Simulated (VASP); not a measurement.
# Al3Ni5 (Cmmm) in VASP: further runs

The runs below take Al3Ni5 through single point, with PBEsol.

Program: VASP 6.6.1. These are calculated values, not measurements. Logs are shortened: lines on timing, memory, paths and dates and some standing lists are left out, and cuts for length are marked.

## 1. The cell of the first run

It takes space group Cmmm (No. 65, orthorhombic). The conventional cell has a = 6.587 Å, b = 7.052 Å, c = 3.720 Å, α = 90.00°, β = 90.00°, γ = 90.00°. Within 3.1 Å of Al (site symmetry mmm) lie 8 Ni at 2.37 to 2.41 Å and 4 Al at 2.71 Å. Within 3.2 Å of Al (site symmetry m2m) lie 10 Ni at 2.39 to 2.49 Å and 3 Al at 2.71 to 3.11 Å. Ni (site symmetry mmm) has 8 Ni at 2.41 to 2.60 Å and 4 Al at 2.42 Å within 3.2 Å. Ni (site symmetry 2/m) has 6 Al at 2.41 to 2.49 Å and 6 Ni at 2.41 to 2.57 Å within 3.2 Å. Ni (site symmetry 2mm) has 6 Al at 2.37 to 2.46 Å and 7 Ni at 2.57 to 2.95 Å within 3.1 Å.

## 2. Single point, PBEsol (strain -0.0450 x Voigt [0, 1, 0, 0, 0, 0])

INCAR

```
SYSTEM = Al3Ni5
  ALGO = Fast
  EDIFF = 1E-7
  ENCUT = 520
  GGA = PS
  ISIF = 2
  ISMEAR = 0
  LASPH = .TRUE.
  LCHARG = .TRUE.
  LELF = .TRUE.
  LREAL = .FALSE.
  LVHAR = .TRUE.
  LWAVE = .FALSE.
  NBANDS = 40
  NELM = 60
  PREC = Accurate
  SIGMA = 0.15
```

KPOINTS

```
k-points
0
G
  8 8 10
  0 0 0
```

POSCAR

```
Al3Ni5
1.0
    3.2933322760     -3.5258004052      0.0000000000
    3.2933322760      3.5258004052      0.0000000000
    0.0000000000      0.0000000000      3.7203545651
Al Ni
3 5
Direct
    0.5000000000      0.5000000000      0.0000000000
    0.7796888787      0.2203111213      0.5000000000
    0.2203111213      0.7796888787      0.5000000000
    0.0000000000      0.0000000000      0.0000000000
    0.0000000000      0.5000000000      0.0000000000
    0.5000000000      0.0000000000      0.0000000000
    0.2762373066      0.2762373066      0.5000000000
    0.7237626934      0.7237626934      0.5000000000
```

Potentials or basis: VASP PAW PBE potentials, release 64 (Al, Ni).

On the command line:

```
> cat potpaw_PBE.64/Al/POTCAR potpaw_PBE.64/Ni/POTCAR > POTCAR
> mpirun -np 1 vasp_std > vasp.out
```

OUTCAR:

```text
SYSTEM = Al3Ni5
   EDIFF = 1E-7
   ENCUT = 520
   GGA = PS
   ISIF = 2
   ISMEAR = 0
   LASPH = .TRUE.
   LREAL = .FALSE.
   NELM = 60
   PREC = Accurate

 ion  position               nearest neighbor table
   1  0.500  0.500  0.000-   7 2.37   8 2.37   7 2.37   8 2.37   5 2.41   6 2.41   6 2.41   5 2.41
                             2 2.71   3 2.71   2 2.71   3 2.71
   2  0.780  0.220  0.500-   7 2.39   8 2.39   4 2.42   4 2.42   8 2.46   7 2.46   5 2.49   5 2.49
                             6 2.49   6 2.49   1 2.71   1 2.71   3 3.11   3 3.32   3 3.32
   3  0.220  0.780  0.500-   7 2.39   8 2.39   4 2.42   4 2.42   8 2.46   7 2.46   5 2.49   5 2.49
                             6 2.49   6 2.49   1 2.71   1 2.71   2 3.11   2 3.32   2 3.32
   4  0.000  0.000  0.000-   5 2.41   6 2.41   5 2.41   6 2.41   2 2.42   3 2.42   2 2.42   3 2.42
                             7 2.60   8 2.60   7 2.60   8 2.60
   5  0.000  0.500  0.000-   1 2.41   4 2.41   4 2.41   1 2.41   2 2.49   3 2.49   3 2.49   2 2.49
                             7 2.57   8 2.57   7 2.57   8 2.57
   6  0.500  0.000  0.000-   1 2.41   4 2.41   1 2.41   4 2.41   2 2.49   3 2.49   3 2.49   2 2.49
                             7 2.57   8 2.57   7 2.57   8 2.57
   7  0.276  0.276  0.500-   1 2.37   1 2.37   3 2.39   2 2.39   2 2.46   3 2.46   6 2.57   5 2.57
                             5 2.57   6 2.57   4 2.60   4 2.60   8 2.95
   8  0.724  0.724  0.500-   1 2.37   1 2.37   3 2.39   2 2.39   2 2.46   3 2.46   5 2.57   6 2.57
                             6 2.57   5 2.57   4 2.60   4 2.60   7 2.95

  LATTYP: Found a base centered orthorhombic cell.
 ALAT       =     6.5866645520
 B/A-ratio  =     1.0705875113
 C/A-ratio  =     0.5648313400

  Lattice vectors:

 A1 = (   3.2933322760,  -3.5258004052,   0.0000000000)
 A2 = (   3.2933322760,   3.5258004052,   0.0000000000)
 A3 = (   0.0000000000,   0.0000000000,   3.7203545651)

Analysis of symmetry for initial positions (statically):
=====================================================================
 Subroutine PRICEL returns:
 Original cell was already a primitive cell.

 Routine SETGRP: Setting up the symmetry group for a
 base centered orthorhombic supercell.

 Subroutine GETGRP returns: Found  8 space group operations
 (whereof  8 operations were pure point group operations)
 out of a pool of  8 trial point group operations.

The static configuration has the point symmetry D_2h.

Analysis of symmetry for dynamics (positions and initial velocities):
=====================================================================
 Subroutine PRICEL returns:
 Original cell was already a primitive cell.

 Routine SETGRP: Setting up the symmetry group for a
 base centered orthorhombic supercell.

 Subroutine GETGRP returns: Found  8 space group operations
 (whereof  8 operations were pure point group operations)
 out of a pool of  8 trial point group operations.

The dynamic configuration has the point symmetry D_2h.

 Subroutine INISYM returns: Found  8 space group operations
 (whereof  8 operations are pure point group operations),
 and found     1 'primitive' translations

----------------------------------------------------------------------------------------

                                     Primitive cell

  volume of cell :      86.3988

  direct lattice vectors                    reciprocal lattice vectors
     3.293332276 -3.525800405  0.000000000     0.151821911 -0.141811771  0.000000000
     3.293332276  3.525800405  0.000000000     0.151821911  0.141811771  0.000000000
     0.000000000  0.000000000  3.720354565     0.000000000  0.000000000  0.268791585

  length of vectors
     4.824656048  4.824656048  3.720354565     0.207750983  0.207750983  0.268791585

  position of ions in fractional coordinates (direct lattice)
     0.500000000  0.500000000  0.000000000
     0.779688879  0.220311121  0.500000000
     0.220311121  0.779688879  0.500000000
     0.000000000  0.000000000  0.000000000
     1.000000000  0.500000000  0.000000000
     0.500000000  1.000000000  0.000000000
     0.276237307  0.276237307  0.500000000
     0.723762693  0.723762693  0.500000000

  ion indices of the primitive-cell ions
   primitive index   ion index
                 1           1
                 2           2
                 3           3
                 4           4
                 5           5
                 6           6
                 7           7
                 8           8

----------------------------------------------------------------------------------------

 KPOINTS: k-points

Automatic generation of k-mesh.
 Grid dimensions read from file:
 generate k-points for:    8    8   10

 Generating k-lattice:

  Cartesian coordinates                     Fractional coordinates (reciprocal lattice)
     0.018977739 -0.017726471  0.000000000     0.125000000 -0.000000000  0.000000000
     0.018977739  0.017726471  0.000000000    -0.000000000  0.125000000  0.000000000
     0.000000000  0.000000000  0.026879158     0.000000000  0.000000000  0.100000000

  Length of vectors
     0.025968873  0.025968873  0.026879158

  Shift w.r.t. Gamma in fractional coordinates (k-lattice)
     0.000000000  0.000000000  0.000000000

 Subroutine IBZKPT returns following result:
 ===========================================

 Found    126 irreducible k-points:

 Following reciprocal coordinates:
            Coordinates               Weight
  0.000000  0.000000  0.000000      1.000000
  0.125000  0.000000  0.000000      4.000000
  0.250000  0.000000  0.000000      4.000000
  0.375000  0.000000  0.000000      4.000000
  0.500000  0.000000  0.000000      2.000000
  0.125000  0.125000  0.000000      2.000000
[... 16 lines left out ...]
  0.125000  0.000000  0.100000      8.000000
  0.250000  0.000000  0.100000      8.000000
 [... further k-points ...]
   k-points           NKPTS =    126   k-points in BZ     NKDIM =    126   number of bands    NBANDS=     40
   number of dos      NEDOS =    301   number of ions     NIONS =      8
   total plane-waves  NPLWV =  36288
   dimension x,y,z NGX =    36 NGY =   36 NGZ =   28
   dimension x,y,z NGXF=    72 NGYF=   72 NGZF=   56
   ions per type =               3   5
   NGX,Y,Z   is equivalent  to a cutoff of  12.40, 12.40, 12.51 a.u.
   NGXF,Y,Z  is equivalent  to a cutoff of  24.81, 24.81, 25.02 a.u.
 SYSTEM =  Al3Ni5
   PREC   = accura    normal or accurate (medium, high low for compatibility)
   ISTART =      0    job   : 0-new  1-cont  2-samecut
   ICHARG =      2    charge: 1-file 2-atom 10-const
   ISPIN  =      1    spin polarized calculation?
   LNONCOLLINEAR =      F non collinear calculations
   LSORBIT =      F    spin-orbit coupling
   LASPH  =      T    aspherical Exc in radial PAW
   ENCUT  =  520.0 eV  38.22 Ry    6.18 a.u.   8.97  8.97  6.92*2*pi/ulx,y,z
   NELM   =     60;   NELMIN=  2; NELMDL= -5     # of ELM steps
   EDIFF  = 0.1E-06   stopping-criterion for ELM
   LREAL  =      F    real-space projection
   EDIFFG = 0.1E-05   stopping-criterion for IOM
   NSW    =      0    number of steps for IOM
   IBRION =     -1    ionic relax: 0-MD 1-quasi-New 2-CG
   NFREE  =      0    steps in history (QN), initial steepest desc. (CG)
   ISIF   =      2    stress and relaxation
   ISYM   =      2    0-nonsym 1-usesym 2-fastsym
   POTIM  = 0.5000    time-step for ionic-motion
   TEBEG  =    0.0;   TEEND  =   0.0 temperature during run
   PSTRESS=    0.0 pullay stress
   NELECT =      59.0000    total number of electrons
   NUPDOWN=      -1.0000    fix difference up-down
   EMIN   =  10.00;   EMAX   =-10.00  energy-range for DOS
   EFERMI =   0.00;   METHOD = LEGACY
   ISMEAR =     0;   SIGMA  =   0.15  broadening in eV -4-tet -1-fermi 0-gaus
   EFERMI_NEDOS =   21; number of points for ismear=-14 and -15
   IALGO  =     68    algorithm
   IMIX   =      4    mixing-type and parameters
     AMIX     =   0.40;   BMIX     =  1.00
     AMIX_MAG =   1.60;   BMIX_MAG =  1.00
  volume/ion in A,a.u.               =      10.80        72.88
  Fermi-wavevector in a.u.,A,eV,Ry     =   1.441638  2.724301 28.277272  2.078321
  Thomas-Fermi vector in A             =   2.560248
   LORBIT       =      0    0 simple, 1 ext, 2 COOP (PROOUT), +10 PAW based schemes
   GGA     = PS    functional components
   LHFCALC =     F    Hartree Fock is set to
   AEXX    =    0.0000 exact exchange contribution
   IVDW    =     0    specifies the selected vdW correction
   LEPSILON=     F    determine dielectric tensor
   LRPA    =     F    only Hartree local field effects (RPA)
 non-spin polarized calculation
 RMM-DIIS sequential band-by-band and
 Gauss-broadening in eV      SIGMA  =   0.15
  energy-cutoff  :      520.00
  volume of cell :       86.40
 maximum number of plane-waves:      2352
   NGX = 17   NGY = 17   NGZ = 13

 number of electron      58.9999885 magnetization

 Free energy of the ion-electron system (eV)
  ---------------------------------------------------
  ext. energy  EPLUGINS =         0.00000000
  ---------------------------------------------------
  free energy    TOTEN  =       -47.45871295 eV

  energy without entropy =      -47.42362150  energy(sigma->0) =      -47.44116723

 E-fermi :  10.7212     XC(G=0): -12.8665

 val. band max:       10.7101166982   @ k =  -0.3750   0.1250   0.3000
 cond. band min:      10.7390480051   @ k =  -0.1250   0.1250   0.1000
 fundamental gap:      0.0289313069
 Fermi energy:        10.7211976195

 k-point     1 :       0.0000    0.0000    0.0000
  band No.  band energies     occupation
      1      -0.5145      2.00000
      2       4.4193      2.00000
      3       4.5446      2.00000
      4       5.5240      2.00000
      5       6.0300      2.00000
      6       6.2878      2.00000
[... 32 lines left out ...]
     39      17.7489      0.00000
     40      17.8275      0.00000

 k-point     2 :       0.1250    0.0000    0.0000
  band No.  band energies     occupation
      1      -0.4116      2.00000
      2       3.8384      2.00000
      3       4.7907      2.00000
      4       5.4977      2.00000
      5       5.9956      2.00000
      6       6.4919      2.00000
[... 32 lines left out ...]
     39      17.8703      0.00000
     40      18.0810      0.00000

 k-point     3 :       0.2500    0.0000    0.0000
  band No.  band energies     occupation
      1      -0.1064      2.00000
      2       2.9225      2.00000
      3       5.0329      2.00000
      4       5.5406      2.00000
      5       6.0782      2.00000
      6       6.4804      2.00000
[... 32 lines left out ...]
     39      18.0814      0.00000
     40      18.8863      0.00000

 k-point     4 :       0.3750    0.0000    0.0000
  band No.  band energies     occupation
      1       0.3854      2.00000
      2       1.9913      2.00000
      3       5.3199      2.00000
      4       5.6198      2.00000
      5       6.0515      2.00000
      6       6.4926      2.00000
[... 32 lines left out ...]
     39      18.3387      0.00000
     40      18.6445      0.00000
[... 772 lines left out ...]
     39      17.5086      0.00000
     40      17.6619      0.00000

 k-point    23 :       0.1250    0.0000    0.1000
  band No.  band energies     occupation
      1      -0.3013      2.00000
      2       3.9010      2.00000
      3       4.8188      2.00000
      4       5.5564      2.00000
      5       5.9809      2.00000
      6       6.5422      2.00000
[... 32 lines left out ...]
     39      17.9497      0.00000
     40      18.3446      0.00000

 k-point    24 :       0.2500    0.0000    0.1000
  band No.  band energies     occupation
      1       0.0025      2.00000
      2       3.0078      2.00000
      3       5.0619      2.00000
      4       5.5878      2.00000
      5       6.0832      2.00000
      6       6.5282      2.00000
[... 32 lines left out ...]
     39      17.9342      0.00000
     40      18.5378      0.00000

 [... further k-points ...]
[... 5 lines left out ...]
  --------------------------------------------------------------------------------------
  -------------------------------------------------------------------------------------
  Total        4.8735884      7.4236695      3.5646256     -0.0000000      0.0000000      0.0000000
  in kB       90.3757328    137.6643880     66.1023504     -0.0000000      0.0000000      0.0000000
  external PRESSURE =      98.0474904 kB  Pullay stress =       0.0000000 kB

 VOLUME and BASIS-vectors are now :
 -----------------------------------------------------------------------------
  energy-cutoff  :      520.00
  volume of cell :       86.40
      direct lattice vectors                 reciprocal lattice vectors
     3.293332276 -3.525800405  0.000000000     0.151821911 -0.141811771  0.000000000
     3.293332276  3.525800405  0.000000000     0.151821911  0.141811771  0.000000000
     0.000000000  0.000000000  3.720354565     0.000000000  0.000000000  0.268791585

 POSITION                                       TOTAL-FORCE (eV/Angst)
 -----------------------------------------------------------------------------------
      3.29333      0.00000      0.00000        -0.000000      0.000000      0.000000
      3.29333     -1.97225      1.86018        -0.000000     -0.060390     -0.000000
      3.29333      1.97225      1.86018        -0.000000      0.060390      0.000000
      0.00000      0.00000      0.00000        -0.000000      0.000000      0.000000
      1.64667      1.76290      0.00000        -0.000000      0.000000      0.000000
      1.64667     -1.76290      0.00000        -0.000000      0.000000      0.000000
      1.81948      0.00000      1.86018         0.077614      0.000000      0.000000
      4.76718      0.00000      1.86018        -0.077614      0.000000      0.000000
 -----------------------------------------------------------------------------------
    total drift:                                0.000000     -0.000000      0.000000

  FREE ENERGIE OF THE ION-ELECTRON SYSTEM (eV)
  ---------------------------------------------------
  free  energy   TOTEN  =       -47.4587129486 eV

  energy  without entropy=      -47.4236215041  energy(sigma->0) =      -47.44116723
```

It took 3.2 min on 1 thread of Intel Xeon 6975P-C (Granite Rapids), shared host; peak memory 0.42 GiB.

Results:

| Property | Result |
| --- | --- |
| Free energy | -47.4587 eV |
| Pressure | 9.8 GPa |
| Largest force | 0.078 eV/Å |

Forces in eV/Å, atoms in the order of the input:
```
Al   0.000  0.000  0.000
Al   0.000 -0.060  0.000
Al   0.000  0.060  0.000
Ni   0.000  0.000  0.000
Ni   0.000  0.000  0.000
Ni   0.000  0.000  0.000
Ni   0.078  0.000  0.000
Ni  -0.078  0.000  0.000
```

Stress tensor (GPa, compression positive):
```
 9.04  0.00  0.00
 0.00 13.77  0.00
 0.00  0.00  6.61
```

Levels at points of the mesh, in eV from the Fermi level:
| k point | band 25 | band 26 | band 27 | band 28 | band 29 | band 30 | band 31 | band 32 | band 33 | band 34 |
| --- | --- | --- | --- | --- | --- | --- | --- | --- | --- | --- |
| (0.00, 0.00, 0.00) | -1.24 | -1.11 | -0.83 | -0.80 | -0.52 | -0.12 | 0.12 | 0.59 | 1.66 | 4.23 |
| (0.50, 0.00, 0.00) | -1.14 | -1.02 | -0.91 | -0.78 | -0.37 | -0.32 | 1.21 | 1.88 | 2.13 | 3.58 |
| (0.50, 0.50, 0.00) | -1.35 | -1.24 | -1.23 | -1.05 | -0.53 | 3.13 | 3.41 | 3.48 | 3.62 | 3.96 |
| (0.00, 0.00, 0.50) | -1.72 | -1.56 | -1.21 | -1.14 | -0.75 | -0.74 | -0.28 | 2.31 | 2.58 | 3.01 |
| (0.50, 0.00, 0.50) | -1.59 | -1.30 | -1.15 | -1.11 | -0.56 | 0.76 | 1.03 | 1.06 | 1.12 | 2.77 |
| (0.50, 0.50, 0.50) | -1.44 | -1.41 | -1.40 | -1.34 | -1.12 | -0.25 | -0.17 | 0.19 | 0.24 | 6.96 |

Caveat: the cell differs from its parent crystal (strain -0.0450 x Voigt [0, 1, 0, 0, 0, 0]); the PAW data sets were made with another functional, which shifts forces and pressure a little.

## 3. Single point, PBEsol (strain +0.0600 x Voigt [0, 1, 0, 0, 0, 0])

INCAR

```
SYSTEM = Al3Ni5
ALGO = Fast ; EDIFF = 1E-6
ENCUT = 520 ; GGA = PS
ISIF = 2 ; ISMEAR = 0
LASPH = .True. ; LCHARG = .False.
LREAL = .False. ; LWAVE = .False.
NBANDS = 40 ; NELM = 80
PREC = Accurate ; SIGMA = 0.15
```

KPOINTS

```
k-points
0
Gamma
  8 8 10
  0 0 0
```

POSCAR, as its differences from that of step 2:

```diff
@@ -2,4 +2,4 @@
 1.0
-    3.2933322760     -3.5258004052      0.0000000000
-    3.2933322760      3.5258004052      0.0000000000
+    3.2933322760     -3.9134538529      0.0000000000
+    3.2933322760      3.9134538529      0.0000000000
     0.0000000000      0.0000000000      3.7203545651
```

Potentials or basis: VASP PAW PBE potentials, release 64 (Al, Ni).

On the command line:

```
> cat potpaw_PBE.64/Al/POTCAR potpaw_PBE.64/Ni/POTCAR > POTCAR
> mpirun -np 1 vasp_std > vasp.out
```

Wall time 15 min (1 thread of AMD EPYC 7R13, shared host); peak memory 0.43 GiB.

The run converged. Its results:

- Free energy: -47.3919 eV
- Pressure: -8.9 GPa
- Largest force: 0.124 eV/Å

Forces in eV/Å, atoms in the order of the input:
```
Al   0.000  0.000  0.000
Al   0.000 -0.011  0.000
Al   0.000  0.011  0.000
Ni   0.000  0.000  0.000
Ni   0.000  0.000  0.000
Ni   0.000  0.000  0.000
Ni  -0.124  0.000  0.000
Ni   0.124  0.000  0.000
```

Stress tensor (GPa, compression positive):
```
 -8.05   0.00   0.00
  0.00 -13.71   0.00
  0.00   0.00  -5.03
```

Levels at points of the mesh, in eV from the Fermi level:
| k point | band 27 | band 28 | band 29 | band 30 | band 31 | band 32 |
| --- | --- | --- | --- | --- | --- | --- |
| (0.00, 0.00, 0.00) | -0.84 | -0.64 | -0.58 | -0.53 | 0.04 | 0.30 |
| (0.50, 0.00, 0.00) | -0.85 | -0.72 | -0.21 | -0.16 | 1.07 | 2.18 |
| (0.50, 0.50, 0.00) | -0.97 | -0.90 | -0.57 | 3.13 | 3.16 | 3.17 |
| (0.00, 0.00, 0.50) | -1.18 | -1.05 | -0.69 | -0.65 | -0.41 | 1.98 |
| (0.50, 0.00, 0.50) | -1.12 | -1.06 | -0.55 | 0.60 | 0.80 | 0.87 |
| (0.50, 0.50, 0.50) | -1.12 | -1.08 | -0.96 | -0.07 | -0.03 | 0.02 |

Caveat: the cell differs from its parent crystal (strain +0.0600 x Voigt [0, 1, 0, 0, 0, 0]); the PAW data sets were made with another functional, which shifts forces and pressure a little. Spin polarisation is off, so any magnetic state and its effect on volume and gap are missing.
